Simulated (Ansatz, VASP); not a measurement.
## Ag: VASP beside Ansatz

Contents of INCAR:

```
PREC = Accurate
ENCUT = 520
EDIFF = 1E-6
ISMEAR = -1
SIGMA = 0.05
LREAL = F
LASPH = T
NELM = 60
ALGO = Normal
ISIF = 2
LWAVE = F
LCHARG = F
GGA = PE
NBANDS = 18
```

KPOINTS

```
Automatic mesh
0
Gamma
  14 14 8
```

Contents of POSCAR:

```
Ag
1.0
    2.9299980804      0.0000000000      0.0000000000
   -1.4649990402      2.5374527707      0.0000000000
    0.0000000000      0.0000000000      4.7900000000
Ag
2
Direct
    0.3333333333      0.6666666667      0.2500000000
    0.6666666667      0.3333333333      0.7500000000
```

Input for Ansatz:

```yaml
crystal:
  lattice:
    - [2.9299980804, 0.0, 0.0]
    - [-1.4649990402, 2.5374527707, 0.0]
    - [0.0, 0.0, 4.79]
  atoms:
    - { symbol: Ag, position: [0.3333333333, 0.6666666667, 0.25] }
    - { symbol: Ag, position: [0.6666666667, 0.3333333333, 0.75] }
kpoints:
  mp_grid: { grid: [14, 14, 8] }
scf:
  occupations: { method: fermi_dirac, width: 0.05 }
hamiltonian:
  xc: pbe
  pseudopotentials:
    kind: all_electron
    lapw: { basis_error: 0.00025 }
    nuclear_model: point
output:
  forces: true
  stress: true
  eigenvalues: true
```

Alike in both runs: task single point; functional PBE; k mesh 14 × 14 × 8; occupations fermi-dirac, width 0.05 eV; no spin polarisation.

|  | VASP | Ansatz |
| --- | --- | --- |
| version | VASP 6.6.1 | Ansatz 0.2.0 |
| potentials or method | VASP PAW PBE potentials, release 64 (Ag), cutoff 520 eV | all-electron LAPW, scalar-relativistic |

VASP gave:

```
pressure (GPa)                                                : 0.4
traceless stress, the component that is largest in VASP (GPa) : -0.28
```

Task: What did Ansatz give for the same quantities?

Result: Pressure (GPa): 0.5; traceless stress, the component that is largest in VASP (GPa): -0.27.

Ansatz ran all-electron here, and VASP with PAW potentials.
